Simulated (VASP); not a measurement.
# Zr (P6_3/mmc) in VASP: settings compared, part 2 of 2

VASP 6.6.1. Earlier steps stand in the parts before.

## (3) Single point, PBEsol

This run uses another cell than the first one, of 22.47 Å³/atom, 1.031 times its volume.

Contents of INCAR:

```
SYSTEM = Zr
PREC = Accurate
ENCUT = 520
EDIFF = 1E-6
ISMEAR = -1
SIGMA = 0.05
LREAL = .False.
LASPH = .True.
NELM = 100
ALGO = Normal
ISIF = 2
LWAVE = .False.
LCHARG = .True.
GGA = PS
LELF = .True.
LVHAR = .True.
NBANDS = 19
```

Contents of KPOINTS:

```
Automatic mesh
0
Gamma
  9 9 5
  0 0 0
```

Contents of POSCAR:

```
Zr
1.0
    3.1818370387      0.0000000000      0.0000000000
   -1.5909185194      2.7555517062      0.0000000000
    0.0000000000      0.0000000000      5.1248004174
Zr
2
Direct
    0.6666666667      0.3333333333      0.7500000000
    0.3333333333      0.6666666667      0.2500000000
```

Potentials or basis: VASP PAW PBE potentials, release 64 (Zr_sv).

Launch:

```
> cat potpaw_PBE.64/Zr_sv/POTCAR > POTCAR
> mpirun -np 1 vasp_std > vasp.out
```

OUTCAR:

```text
SYSTEM = Zr
   PREC = Accurate
   ENCUT = 520
   EDIFF = 1E-6
   ISMEAR = -1
   LREAL = .False.
   LASPH = .True.
   NELM = 100
   ISIF = 2
   GGA = PS

 ion  position               nearest neighbor table
   1  0.667  0.333  0.750-   2 3.15   2 3.15   2 3.15   2 3.15   2 3.15   2 3.15
   2  0.333  0.667  0.250-   1 3.15   1 3.15   1 3.15   1 3.15   1 3.15   1 3.15

  LATTYP: Found a hexagonal cell.
 ALAT       =     3.1818370387
 C/A-ratio  =     1.6106420144

  Lattice vectors:

 A1 = (   3.1818370387,   0.0000000000,   0.0000000000)
 A2 = (  -1.5909185194,   2.7555517062,   0.0000000000)
 A3 = (   0.0000000000,   0.0000000000,   5.1248004174)

Analysis of symmetry for initial positions (statically):
=====================================================================
 Subroutine PRICEL returns:
 Original cell was already a primitive cell.

 Routine SETGRP: Setting up the symmetry group for a
 hexagonal supercell.

 Subroutine GETGRP returns: Found 24 space group operations
 (whereof 12 operations were pure point group operations)
 out of a pool of 24 trial point group operations.

The static configuration has the point symmetry D_3d.
 The point group associated with its full space group is D_6h.

Analysis of symmetry for dynamics (positions and initial velocities):
=====================================================================
 Subroutine PRICEL returns:
 Original cell was already a primitive cell.

 Routine SETGRP: Setting up the symmetry group for a
 hexagonal supercell.

 Subroutine GETGRP returns: Found 24 space group operations
 (whereof 12 operations were pure point group operations)
 out of a pool of 24 trial point group operations.

The dynamic configuration has the point symmetry D_3d.
 The point group associated with its full space group is D_6h.

 Subroutine INISYM returns: Found 24 space group operations
 (whereof 12 operations are pure point group operations),
 and found     1 'primitive' translations

----------------------------------------------------------------------------------------

                                     Primitive cell

  volume of cell :      44.9328

  direct lattice vectors                    reciprocal lattice vectors
     3.181837039  0.000000000  0.000000000     0.314283852  0.181451866  0.000000000
    -1.590918519  2.755551706  0.000000000     0.000000000  0.362903733  0.000000000
     0.000000000  0.000000000  5.124800417     0.000000000  0.000000000  0.195129550

  length of vectors
     3.181837039  3.181837039  5.124800417     0.362903733  0.362903733  0.195129550

  position of ions in fractional coordinates (direct lattice)
     0.666666667  0.333333333  0.750000000
     0.333333333  0.666666667  0.250000000

  ion indices of the primitive-cell ions
   primitive index   ion index
                 1           1
                 2           2

----------------------------------------------------------------------------------------

 KPOINTS: Automatic mesh

Automatic generation of k-mesh.
 Grid dimensions read from file:
 generate k-points for:    9    9    5

 Generating k-lattice:

  Cartesian coordinates                     Fractional coordinates (reciprocal lattice)
     0.034920428  0.020161318  0.000000000     0.111111111  0.000000000  0.000000000
     0.000000000  0.040322637  0.000000000     0.000000000  0.111111111  0.000000000
     0.000000000  0.000000000  0.039025910     0.000000000  0.000000000  0.200000000

  Length of vectors
     0.040322637  0.040322637  0.039025910

  Shift w.r.t. Gamma in fractional coordinates (k-lattice)
     0.000000000  0.000000000  0.000000000

 Subroutine IBZKPT returns following result:
 ===========================================

 Found     36 irreducible k-points:

 Following reciprocal coordinates:
            Coordinates               Weight
  0.000000  0.000000  0.000000      1.000000
  0.111111  0.000000  0.000000      6.000000
  0.222222 -0.000000  0.000000      6.000000
  0.333333  0.000000  0.000000      6.000000
  0.444444 -0.000000  0.000000      6.000000
  0.111111  0.111111  0.000000      6.000000
[... 16 lines left out ...]
  0.333333  0.222222  0.200000     24.000000
  0.333333  0.333333  0.200000      4.000000
 [... further k-points ...]
   k-points           NKPTS =     36   k-points in BZ     NKDIM =     36   number of bands    NBANDS=     19
   number of dos      NEDOS =    301   number of ions     NIONS =      2
   total plane-waves  NPLWV =  23040
   dimension x,y,z NGX =    24 NGY =   24 NGZ =   40
   dimension x,y,z NGXF=    48 NGYF=   48 NGZF=   80
   ions per type =               2
   NGX,Y,Z   is equivalent  to a cutoff of  12.54, 12.54, 12.98 a.u.
   NGXF,Y,Z  is equivalent  to a cutoff of  25.08, 25.08, 25.95 a.u.
 SYSTEM =  Zr
   PREC   = accura    normal or accurate (medium, high low for compatibility)
   ISTART =      0    job   : 0-new  1-cont  2-samecut
   ICHARG =      2    charge: 1-file 2-atom 10-const
   ISPIN  =      1    spin polarized calculation?
   LNONCOLLINEAR =      F non collinear calculations
   LSORBIT =      F    spin-orbit coupling
   LASPH  =      T    aspherical Exc in radial PAW
   ENCUT  =  520.0 eV  38.22 Ry    6.18 a.u.   5.92  5.92  9.53*2*pi/ulx,y,z
   NELM   =    100;   NELMIN=  2; NELMDL= -5     # of ELM steps
   EDIFF  = 0.1E-05   stopping-criterion for ELM
   LREAL  =      F    real-space projection
   EDIFFG = 0.1E-04   stopping-criterion for IOM
   NSW    =      0    number of steps for IOM
   IBRION =     -1    ionic relax: 0-MD 1-quasi-New 2-CG
   NFREE  =      0    steps in history (QN), initial steepest desc. (CG)
   ISIF   =      2    stress and relaxation
   ISYM   =      2    0-nonsym 1-usesym 2-fastsym
   POTIM  = 0.5000    time-step for ionic-motion
   TEBEG  =    0.0;   TEEND  =   0.0 temperature during run
   PSTRESS=    0.0 pullay stress
   NELECT =      24.0000    total number of electrons
   NUPDOWN=      -1.0000    fix difference up-down
   EMIN   =  10.00;   EMAX   =-10.00  energy-range for DOS
   EFERMI =   0.00;   METHOD = LEGACY
   ISMEAR =    -1;   SIGMA  =   0.05  broadening in eV -4-tet -1-fermi 0-gaus
   EFERMI_NEDOS =   21; number of points for ismear=-14 and -15
   IALGO  =     38    algorithm
   IMIX   =      4    mixing-type and parameters
     AMIX     =   0.40;   BMIX     =  1.00
     AMIX_MAG =   1.60;   BMIX_MAG =  1.00
  volume/ion in A,a.u.               =      22.47       151.61
  Fermi-wavevector in a.u.,A,eV,Ry     =   1.328283  2.510092 24.005261  1.764337
  Thomas-Fermi vector in A             =   2.457533
   LORBIT       =      0    0 simple, 1 ext, 2 COOP (PROOUT), +10 PAW based schemes
   GGA     = PS    functional components
   LHFCALC =     F    Hartree Fock is set to
   AEXX    =    0.0000 exact exchange contribution
   IVDW    =     0    specifies the selected vdW correction
   LEPSILON=     F    determine dielectric tensor
   LRPA    =     F    only Hartree local field effects (RPA)
 non-spin polarized calculation
  energy-cutoff  :      520.00
  volume of cell :       44.93
 maximum number of plane-waves:      1226
 NGX is ok and might be reduce to    24
   NGX = 11   NGY = 11   NGZ = 19

 number of electron      24.0000000 magnetization

 Free energy of the ion-electron system (eV)
  ---------------------------------------------------
  ext. energy  EPLUGINS =         0.00000000
  ---------------------------------------------------
  free energy    TOTEN  =       -18.17576234 eV

  energy without entropy =      -18.15894717  energy(sigma->0) =      -18.16735476

 E-fermi :   9.2636     XC(G=0): -11.3664

 val. band max:        9.2496022740   @ k =   0.1111   0.0000   0.4000
 cond. band min:       9.2659625632   @ k =   0.0000   0.0000   0.4000
 fundamental gap:      0.0163602893
 Fermi energy:         9.2636451739

 k-point     1 :       0.0000    0.0000    0.0000
  band No.  band energies     occupation
      1     -39.4014      2.00000
      2     -39.2279      2.00000
      3     -18.0085      2.00000
      4     -17.0278      2.00000
      5     -17.0278      2.00000
      6     -16.8936      2.00000
[... 11 lines left out ...]
     18      11.5433      0.00000
     19      13.8947      0.00000

 k-point     2 :       0.1111    0.0000    0.0000
  band No.  band energies     occupation
      1     -39.3849      2.00000
      2     -39.2205      2.00000
      3     -17.9664      2.00000
      4     -17.1243      2.00000
      5     -17.0584      2.00000
      6     -16.9769      2.00000
[... 476 lines left out ...]
 k-point    24 :       0.3333    0.3333    0.2000
  band No.  band energies     occupation
      1     -39.1987      2.00000
      2     -39.1987      2.00000
      3     -17.6487      2.00000
      4     -17.6324      2.00000
      5     -17.6324      2.00000
      6     -17.3663      2.00000
[... 11 lines left out ...]
     18      13.8398      0.00000
     19      16.2933      0.00000

 [... further k-points ...]
[... 5 lines left out ...]
  --------------------------------------------------------------------------------------
  -------------------------------------------------------------------------------------
  Total        0.0171973      0.0171973      0.0238237     -0.0000000      0.0000000      0.0000000
  in kB        0.6132092      0.6132092      0.8494873     -0.0000000      0.0000000      0.0000000
  external PRESSURE =       0.6919686 kB  Pullay stress =       0.0000000 kB

 VOLUME and BASIS-vectors are now :
 -----------------------------------------------------------------------------
  energy-cutoff  :      520.00
  volume of cell :       44.93
      direct lattice vectors                 reciprocal lattice vectors
     3.181837039  0.000000000  0.000000000     0.314283852  0.181451866  0.000000000
    -1.590918519  2.755551706  0.000000000     0.000000000  0.362903733  0.000000000
     0.000000000  0.000000000  5.124800417     0.000000000  0.000000000  0.195129550

 POSITION                                       TOTAL-FORCE (eV/Angst)
 -----------------------------------------------------------------------------------
      1.59092      0.91852      3.84360        -0.000000      0.000000      0.000000
     -0.00000      1.83703      1.28120         0.000000     -0.000000      0.000000
 -----------------------------------------------------------------------------------
    total drift:                               -0.000000      0.000000     -0.000000

  FREE ENERGIE OF THE ION-ELECTRON SYSTEM (eV)
  ---------------------------------------------------
  free  energy   TOTEN  =       -18.1757623422 eV

  energy  without entropy=      -18.1589471721  energy(sigma->0) =      -18.16735476
```

Wall time 46 s (1 thread of AMD EPYC 7R13, shared host); peak memory 0.14 GiB.

What came out:

```yaml
Free_energy: -18.1758 eV
Pressure: 0.1 GPa
Band_gap_on_the_k_mesh: zero (band 12 reaches 10.15 eV, above the bottom of band 13 at 9.02 eV)
```

Caveat: the PAW data sets were made with another functional, which shifts forces and pressure a little.
